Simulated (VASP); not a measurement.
# PbS (I4/mmm) in VASP: further runs

PbS is run at these levels: LDA; tasks: electric field gradients.

All numbers are computed with VASP 6.6.1; they aren't measurements. Logs are shortened: lines on timing, memory, paths and dates and some standing lists are left out, and cuts for length are marked.

## Step 1: The cell of the first run

The structure is tetragonal, space group I4/mmm (No. 139). Conventional cell: a = 4.277 Å, b = 4.277 Å, c = 5.930 Å, α = 90.00°, β = 90.00°, γ = 90.00°. Pb (site symmetry 4/mmm) has 6 S at 2.96 to 3.02 Å within 3.9 Å. S (site symmetry 4/mmm) has 6 Pb at 2.96 to 3.02 Å within 3.9 Å.

## Step 2: Electric field gradients, LDA (equal xx and yy strain of +2 %)

Input file INCAR:

```
SYSTEM = PbS
PREC = Accurate
ENCUT = 400
EDIFF = 1E-8
ISMEAR = -1
SIGMA = 0.01
LREAL = .False.
LASPH = .True.
NELM = 120
ALGO = Normal
ISIF = 2
LWAVE = .False.
LCHARG = .False.
LEFG = .True.
NBANDS = 17
GGA_COMPAT = .False.
```

Input file KPOINTS:

```
regular mesh
0
Gamma
  7 7 7
  0 0 0
```

Input file POSCAR:

```
PbS
1.0
    0.0000000000      3.0243000000      2.9650000000
    3.0243000000      0.0000000000      2.9650000000
    3.0243000000      3.0243000000      0.0000000000
Pb S
1 1
Direct
    0.0000000000      0.0000000000      0.0000000000
    0.5000000000      0.5000000000      0.5000000000
```

Potentials or basis: VASP PAW LDA potentials, release 64 (Pb_d, S).

Run with:

```console
$ cat potpaw_LDA.64/Pb_d/POTCAR potpaw_LDA.64/S/POTCAR > POTCAR
$ mpirun -np 1 vasp_std > vasp.out
```

OUTCAR:

```text
SYSTEM = PbS
   PREC = Accurate
   ENCUT = 400
   EDIFF = 1E-8
   ISMEAR = -1
   LREAL = .False.
   LASPH = .True.
   NELM = 120
   ISIF = 2

 ion  position               nearest neighbor table
   1  0.000  0.000  0.000-   2 2.96   2 2.96   2 3.02   2 3.02   2 3.02   2 3.02
   2  0.500  0.500  0.500-   1 2.96   1 2.96   1 3.02   1 3.02   1 3.02   1 3.02

  LATTYP: Found a body centered tetragonal cell.
 ALAT       =     4.2770060767
 C/A-ratio  =     1.3864838847

  Lattice vectors:

 A1 = (   0.0000000000,  -3.0243000000,  -2.9650000000)
 A2 = (   0.0000000000,   3.0243000000,  -2.9650000000)
 A3 = (   3.0243000000,   0.0000000000,   2.9650000000)

Analysis of symmetry for initial positions (statically):
=====================================================================
 Subroutine PRICEL returns:
 Original cell was already a primitive cell.

 Routine SETGRP: Setting up the symmetry group for a
 body centered tetragonal supercell.

 Subroutine GETGRP returns: Found 16 space group operations
 (whereof 16 operations were pure point group operations)
 out of a pool of 16 trial point group operations.

The static configuration has the point symmetry D_4h.

Analysis of symmetry for dynamics (positions and initial velocities):
=====================================================================
 Subroutine PRICEL returns:
 Original cell was already a primitive cell.

 Routine SETGRP: Setting up the symmetry group for a
 body centered tetragonal supercell.

 Subroutine GETGRP returns: Found 16 space group operations
 (whereof 16 operations were pure point group operations)
 out of a pool of 16 trial point group operations.

The dynamic configuration has the point symmetry D_4h.

 Subroutine INISYM returns: Found 16 space group operations
 (whereof 16 operations are pure point group operations),
 and found     1 'primitive' translations

----------------------------------------------------------------------------------------

                                     Primitive cell

  volume of cell :      54.2381

  direct lattice vectors                    reciprocal lattice vectors
     0.000000000  3.024300000  2.965000000    -0.165327514  0.165327514  0.168634064
     3.024300000  0.000000000  2.965000000     0.165327514 -0.165327514  0.168634064
     3.024300000  3.024300000  0.000000000     0.165327514  0.165327514 -0.168634064

  length of vectors
     4.235282221  4.235282221  4.277006077     0.288277334  0.288277334  0.288277334

  position of ions in fractional coordinates (direct lattice)
     0.000000000  0.000000000  0.000000000
     0.500000000  0.500000000  0.500000000

  ion indices of the primitive-cell ions
   primitive index   ion index
                 1           1
                 2           2

----------------------------------------------------------------------------------------

 KPOINTS: regular mesh

Automatic generation of k-mesh.
 Grid dimensions read from file:
 generate k-points for:    7    7    7

 Generating k-lattice:

  Cartesian coordinates                     Fractional coordinates (reciprocal lattice)
    -0.023618216  0.023618216  0.024090581     0.142857143  0.000000000  0.000000000
     0.023618216 -0.023618216  0.024090581     0.000000000  0.142857143  0.000000000
     0.023618216  0.023618216 -0.024090581     0.000000000  0.000000000  0.142857143

  Length of vectors
     0.041182476  0.041182476  0.041182476

  Shift w.r.t. Gamma in fractional coordinates (k-lattice)
     0.000000000  0.000000000  0.000000000

 Subroutine IBZKPT returns following result:
 ===========================================

 Found     40 irreducible k-points:

 Following reciprocal coordinates:
            Coordinates               Weight
  0.000000  0.000000  0.000000      1.000000
  0.142857  0.000000  0.000000      8.000000
  0.285714  0.000000  0.000000      8.000000
  0.428571  0.000000  0.000000      8.000000
  0.142857  0.142857  0.000000      2.000000
  0.285714  0.142857  0.000000      8.000000
[... 16 lines left out ...]
  0.428571  0.285714  0.142857      8.000000
 -0.428571  0.285714  0.142857     16.000000
 [... further k-points ...]
   k-points           NKPTS =     40   k-points in BZ     NKDIM =     40   number of bands    NBANDS=     17
   number of dos      NEDOS =    301   number of ions     NIONS =      2
   total plane-waves  NPLWV =  21952
   dimension x,y,z NGX =    28 NGY =   28 NGZ =   28
   dimension x,y,z NGXF=    56 NGYF=   56 NGZF=   56
   ions per type =               1   1
   NGX,Y,Z   is equivalent  to a cutoff of  10.99, 10.99, 10.88 a.u.
   NGXF,Y,Z  is equivalent  to a cutoff of  21.98, 21.98, 21.77 a.u.
 SYSTEM =  PbS
   PREC   = accura    normal or accurate (medium, high low for compatibility)
   ISTART =      0    job   : 0-new  1-cont  2-samecut
   ICHARG =      2    charge: 1-file 2-atom 10-const
   ISPIN  =      1    spin polarized calculation?
   LNONCOLLINEAR =      F non collinear calculations
   LSORBIT =      F    spin-orbit coupling
   LASPH  =      T    aspherical Exc in radial PAW
   ENCUT  =  400.0 eV  29.40 Ry    5.42 a.u.   6.91  6.91  6.97*2*pi/ulx,y,z
   NELM   =    120;   NELMIN=  2; NELMDL= -5     # of ELM steps
   EDIFF  = 0.1E-07   stopping-criterion for ELM
   LREAL  =      F    real-space projection
   EDIFFG = 0.1E-06   stopping-criterion for IOM
   NSW    =      0    number of steps for IOM
   IBRION =     -1    ionic relax: 0-MD 1-quasi-New 2-CG
   NFREE  =      0    steps in history (QN), initial steepest desc. (CG)
   ISIF   =      2    stress and relaxation
   ISYM   =      2    0-nonsym 1-usesym 2-fastsym
   POTIM  = 0.5000    time-step for ionic-motion
   TEBEG  =    0.0;   TEEND  =   0.0 temperature during run
   PSTRESS=    0.0 pullay stress
   NELECT =      20.0000    total number of electrons
   NUPDOWN=      -1.0000    fix difference up-down
   EMIN   =  10.00;   EMAX   =-10.00  energy-range for DOS
   EFERMI =   0.00;   METHOD = LEGACY
   ISMEAR =    -1;   SIGMA  =   0.01  broadening in eV -4-tet -1-fermi 0-gaus
   EFERMI_NEDOS =   21; number of points for ismear=-14 and -15
   IALGO  =     38    algorithm
   IMIX   =      4    mixing-type and parameters
     AMIX     =   0.40;   BMIX     =  1.00
     AMIX_MAG =   1.60;   BMIX_MAG =  1.00
  volume/ion in A,a.u.               =      27.12       183.01
  Fermi-wavevector in a.u.,A,eV,Ry     =   1.173951  2.218446 18.751022  1.378161
  Thomas-Fermi vector in A             =   2.310356
   LORBIT       =      0    0 simple, 1 ext, 2 COOP (PROOUT), +10 PAW based schemes
   GGA     = CA    functional components
   LHFCALC =     F    Hartree Fock is set to
   AEXX    =    0.0000 exact exchange contribution
   IVDW    =     0    specifies the selected vdW correction
   LEPSILON=     F    determine dielectric tensor
   LRPA    =     F    only Hartree local field effects (RPA)
 non-spin polarized calculation
  energy-cutoff  :      400.00
  volume of cell :       54.24
 maximum number of plane-waves:       998
   NGX = 13   NGY = 13   NGZ = 13

 number of electron      19.9999998 magnetization

 Free energy of the ion-electron system (eV)
  ---------------------------------------------------
  ext. energy  EPLUGINS =         0.00000000
  ---------------------------------------------------
  free energy    TOTEN  =        -9.93481143 eV

  energy without entropy =       -9.93481143  energy(sigma->0) =       -9.93481143

 E-fermi :   5.0833     XC(G=0):  -9.8531

 val. band max:        4.8083252071   @ k =   0.4286   0.0000   0.0000
 cond. band min:       5.7119806532   @ k =   0.4286   0.0000   0.0000
 fundamental gap:      0.9036554461
 Fermi energy:         5.0833255551

 k-point     1 :       0.0000    0.0000    0.0000
  band No.  band energies     occupation
      1     -11.6261      2.00000
      2     -11.6211      2.00000
      3     -11.6211      2.00000
      4     -11.6192      2.00000
      5     -11.6072      2.00000
      6      -8.1401      2.00000
[... 9 lines left out ...]
     16      11.9068      0.00000
     17      13.6349      0.00000
[... 441 lines left out ...]
 k-point    24 :      -0.4286    0.2857    0.1429
  band No.  band energies     occupation
      1     -11.6744      2.00000
      2     -11.6251      2.00000
      3     -11.6172      2.00000
      4     -11.5923      2.00000
      5     -11.5759      2.00000
      6      -6.7458      2.00000
[... 9 lines left out ...]
     16      15.7610      0.00000
     17      16.5603      0.00000

 [... further k-points ...]

------------------------ aborting loop because EDIFF is reached ----------------------------------------

  FORCE on cell =-STRESS in cart. coord.  units (eV):
  Direction    XX          YY          ZZ          XY          YZ          ZX
  --------------------------------------------------------------------------------------
  -------------------------------------------------------------------------------------
  Total       -1.7326296     -1.7326296     -1.0535277      0.0000000     -0.0000000      0.0000000
  in kB      -51.1813669    -51.1813669    -31.1208972      0.0000000     -0.0000000      0.0000000
  external PRESSURE =     -44.4945437 kB  Pullay stress =       0.0000000 kB

 VOLUME and BASIS-vectors are now :
 -----------------------------------------------------------------------------
  energy-cutoff  :      400.00
  volume of cell :       54.24
      direct lattice vectors                 reciprocal lattice vectors
     0.000000000  3.024300000  2.965000000    -0.165327514  0.165327514  0.168634064
     3.024300000  0.000000000  2.965000000     0.165327514 -0.165327514  0.168634064
     3.024300000  3.024300000  0.000000000     0.165327514  0.165327514 -0.168634064

 POSITION                                       TOTAL-FORCE (eV/Angst)
 -----------------------------------------------------------------------------------
      0.00000      0.00000      0.00000        -0.000000      0.000000      0.000000
      3.02430      3.02430      2.96500         0.000000     -0.000000      0.000000
 -----------------------------------------------------------------------------------
    total drift:                                0.000000      0.000000      0.000000

  FREE ENERGIE OF THE ION-ELECTRON SYSTEM (eV)
  ---------------------------------------------------
  free  energy   TOTEN  =        -9.9348114324 eV

  energy  without entropy=       -9.9348114324  energy(sigma->0) =       -9.93481143

 Electric field gradients (V/A^2)
---------------------------------------------------------------------
 ion       V_xx      V_yy      V_zz      V_xy      V_xz      V_yz
---------------------------------------------------------------------
   1      28.512    28.512   -57.024     0.000    -0.000    -0.000
   2       1.176     1.176    -2.352    -0.000    -0.001    -0.001
---------------------------------------------------------------------

 Electric field gradients after diagonalization (V/A^2)
 (convention: |V_zz| > |V_xx| > |V_yy|)
----------------------------------------------------------------------
 ion       V_xx      V_yy      V_zz     asymmetry (V_yy - V_xx)/ V_zz
----------------------------------------------------------------------
   1      28.512    28.512   -57.024       0.000
   2       1.176     1.176    -2.352       0.000
----------------------------------------------------------------------

           NMR quadrupolar parameters

 Cq : quadrupolar parameter    Cq=e*Q*V_zz/h
 eta: asymmetry parameters     (V_yy - V_xx)/ V_zz
 Q  : nuclear electric quadrupole moment in mb (millibarn)
----------------------------------------------------------------------
 ion       Cq(MHz)       eta       Q (mb)
----------------------------------------------------------------------
   1      -0.138       0.000       1.000
   2      -0.006       0.000       1.000
----------------------------------------------------------------------
```

It took 53 s on 1 thread of Intel Xeon 8259CL, shared host; peak memory 0.15 GiB.

What came out:

| Quantity | Value |
| --- | --- |
| Free energy | -9.9348 eV |
| Pressure | -4.4 GPa |
| Band gap on the k mesh | 0.90 eV |
| Largest electric field gradient by atom | Pb -57.0; S -2.4 V/Å² |

Electric field gradients, principal values (V/Å²):
| atom | least | middle | greatest (by size) |
| --- | --- | --- | --- |
| 1 Pb | 28.512 | 28.512 | -57.024 |
| 2 S | 1.176 | 1.176 | -2.352 |

Caveat: the cell differs from its parent crystal (equal xx and yy strain of +2 %); the cell stands under tension; without QUAD_EFG the Cq values of the log hold for a quadrupole moment of 1 mb, not for the nuclei; spin-orbit coupling is left out, which moves the levels of the heavy elements. A k mesh can miss the band edges.

## Step 3: Electric field gradients, LDA (equal xx and yy strain of +2 %)

Input file INCAR:

```
PREC     = Accurate       # precision mode
ENCUT    = 400            # plane-wave cutoff, eV
EDIFF    = 1E-8           # SCF threshold, eV
ISMEAR   = -1             # smearing method
SIGMA    = 0.01           # smearing width, eV
LREAL    = False          # projectors in reciprocal space
LASPH    = True           # aspherical terms in the spheres
NELM     = 120            # most SCF steps
ALGO     = Normal         # electronic algorithm
ISIF     = 2              # what is computed and relaxed
LWAVE    = False          # write WAVECAR
LCHARG   = False          # write CHGCAR
LEFG     = True         
NBANDS   = 17             # bands
GGA_COMPAT= False
```

Input file KPOINTS:

```
regular mesh
0
Gamma
  7 7 7
```

POSCAR is that of step 2.

Potentials or basis: VASP PAW LDA potentials, release 64 (Pb_d, S).

Run with:

```console
$ cat potpaw_LDA.64/Pb_d/POTCAR potpaw_LDA.64/S/POTCAR > POTCAR
$ mpirun -np 1 vasp_std > vasp.out
```

OUTCAR:

```text
PREC = Accurate
   ENCUT = 400
   EDIFF = 1E-8
   ISMEAR = -1
   LREAL = False
   LASPH = True
   NELM = 120
   ISIF = 2

 ion  position               nearest neighbor table
   1  0.000  0.000  0.000-   2 2.96   2 2.96   2 3.02   2 3.02   2 3.02   2 3.02
   2  0.500  0.500  0.500-   1 2.96   1 2.96   1 3.02   1 3.02   1 3.02   1 3.02

  LATTYP: Found a body centered tetragonal cell.
 ALAT       =     4.2770060767
 C/A-ratio  =     1.3864838847

  Lattice vectors:

 A1 = (   0.0000000000,  -3.0243000000,  -2.9650000000)
 A2 = (   0.0000000000,   3.0243000000,  -2.9650000000)
 A3 = (   3.0243000000,   0.0000000000,   2.9650000000)

Analysis of symmetry for initial positions (statically):
=====================================================================
 Subroutine PRICEL returns:
 Original cell was already a primitive cell.

 Routine SETGRP: Setting up the symmetry group for a
 body centered tetragonal supercell.

 Subroutine GETGRP returns: Found 16 space group operations
 (whereof 16 operations were pure point group operations)
[... 668 lines left out ...]
     3.024300000  0.000000000  2.965000000     0.165327514 -0.165327514  0.168634064
     3.024300000  3.024300000  0.000000000     0.165327514  0.165327514 -0.168634064

 POSITION                                       TOTAL-FORCE (eV/Angst)
 -----------------------------------------------------------------------------------
      0.00000      0.00000      0.00000        -0.000000      0.000000      0.000000
      3.02430      3.02430      2.96500         0.000000     -0.000000      0.000000
 -----------------------------------------------------------------------------------
    total drift:                                0.000000      0.000000      0.000000

  FREE ENERGIE OF THE ION-ELECTRON SYSTEM (eV)
  ---------------------------------------------------
  free  energy   TOTEN  =        -9.9348114324 eV

  energy  without entropy=       -9.9348114324  energy(sigma->0) =       -9.93481143

 Electric field gradients (V/A^2)
---------------------------------------------------------------------
 ion       V_xx      V_yy      V_zz      V_xy      V_xz      V_yz
---------------------------------------------------------------------
   1      28.512    28.512   -57.024     0.000    -0.000    -0.000
   2       1.176     1.176    -2.352    -0.000    -0.001    -0.001
---------------------------------------------------------------------

 Electric field gradients after diagonalization (V/A^2)
 (convention: |V_zz| > |V_xx| > |V_yy|)
----------------------------------------------------------------------
 ion       V_xx      V_yy      V_zz     asymmetry (V_yy - V_xx)/ V_zz
----------------------------------------------------------------------
   1      28.512    28.512   -57.024       0.000
   2       1.176     1.176    -2.352       0.000
----------------------------------------------------------------------

           NMR quadrupolar parameters

 Cq : quadrupolar parameter    Cq=e*Q*V_zz/h
 eta: asymmetry parameters     (V_yy - V_xx)/ V_zz
 Q  : nuclear electric quadrupole moment in mb (millibarn)
----------------------------------------------------------------------
 ion       Cq(MHz)       eta       Q (mb)
----------------------------------------------------------------------
   1      -0.138       0.000       1.000
   2      -0.006       0.000       1.000
----------------------------------------------------------------------
```

Run time: 48 s. Hardware: 1 thread of Intel Xeon 8259CL, shared host; peak memory 0.15 GiB.

What came out:

```
Free energy                             : -9.9348 eV
Pressure                                : -4.4 GPa
Band gap on the k mesh                  : 0.90 eV
Largest electric field gradient by atom : Pb -57.0; S -2.4 V/Å²
```

Electric field gradients, principal values (V/Å²):
```
atom   least  middle  greatest (by size)
1 Pb  28.512  28.512             -57.024
 2 S   1.176   1.176              -2.352
```

Caveat: the cell differs from its parent crystal (equal xx and yy strain of +2 %); the cell stands under tension; without QUAD_EFG the Cq values of the log hold for a quadrupole moment of 1 mb, not for the nuclei; spin-orbit coupling is left out, which moves the levels of the heavy elements. A k mesh can miss the band edges.
